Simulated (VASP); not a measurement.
Input of a VASP 6.6.1 run:

INCAR

```
PREC = Accurate
ENCUT = 520
EDIFF = 1E-8
ISMEAR = -1
SIGMA = 0.05
LREAL = False
LASPH = True
NELM = 100
ALGO = Normal
ISIF = 2
LWAVE = False
LCHARG = False
GGA = PS
LEFG = True
NBANDS = 22
```

Contents of KPOINTS:

```
Automatic mesh
0
Gamma
  9 9 13
```

File POSCAR:

```
Bi
1.0
    3.4885980000     -3.1325780000      0.0000000000
    3.4885980000      3.1325780000      0.0000000000
   -1.2602350000      0.0000000000      3.1135500000
Bi
2
Direct
    0.2469390000      0.2469390000      0.1426180000
    0.7530610000      0.7530610000      0.8573820000
```

Potentials or basis: VASP PAW PBE potentials, release 64 (Bi_d).

Run with:

```sh
$ cat potpaw_PBE.64/Bi_d/POTCAR > POTCAR
$ mpirun -np 1 vasp_std > vasp.out
```

Q: Predict the largest force.

A: 0.061 eV/Å.

Q: What does it give for the band gap on the k mesh?

A: Zero (bands 15 and 16 overlap by 4.97 eV).

Electric field gradients, principal values (V/Å²):
| atom | least | middle | greatest (by size) |
| --- | --- | --- | --- |
| 1 Bi | 23.392 | 82.446 | -105.838 |
| 2 Bi | 23.392 | 82.446 | -105.838 |

Caveat: without QUAD_EFG the Cq values of the log hold for a quadrupole moment of 1 mb, not for the nuclei; the PAW data sets were made with another functional, which shifts forces and pressure a little; spin-orbit coupling is left out, which moves the levels of the heavy elements.
